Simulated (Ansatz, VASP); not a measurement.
One calculation of NaH4, two programs

```
Na H
1.0
     3.21367    0.00000    0.00000
     0.00000    3.45037    2.09089
     0.00000   -3.45037    2.09089
Na H
1 4
Direct
  0.50000 0.68787 0.68787
  0.50000 0.24325 0.13355
  0.50000 0.13355 0.24325
  0.00000 0.17711 0.67946
  0.00000 0.67946 0.17711
```

Alike in both runs: task relaxation of cell and atoms; functional PBE; k mesh 6 × 6 × 6; occupations gaussian, width 0.1 eV; no spin polarisation.

|  | VASP | Ansatz |
| --- | --- | --- |
| version | VASP 6.6.1 | Ansatz 0.2.0 |
| potentials or method | VASP PAW PBE potentials, release 64 (Na_pv, H), cutoff 600 eV | scalar-relativistic, plane waves, PAW |
| valence electrons in the cell | 11 | 13 |

|  | VASP | Ansatz | Ansatz less VASP |
| --- | --- | --- | --- |
| gap on the k mesh at the Fermi level, each at its own relaxed structure (eV) | none | none | - |
| relaxed volume (Å³/atom) | 9.23 | 9.33 | +0.096 |
| relaxed length of the cell vector where the two differ most in proportion (Å) | 3.281 | 3.318 | +0.0372 |

A gap of «none» marks a metal or a gap that the smearing closes. VASP's potentials hold 11 valence electrons a cell and Ansatz's 13, so a difference there can come from the potentials and not from the codes.
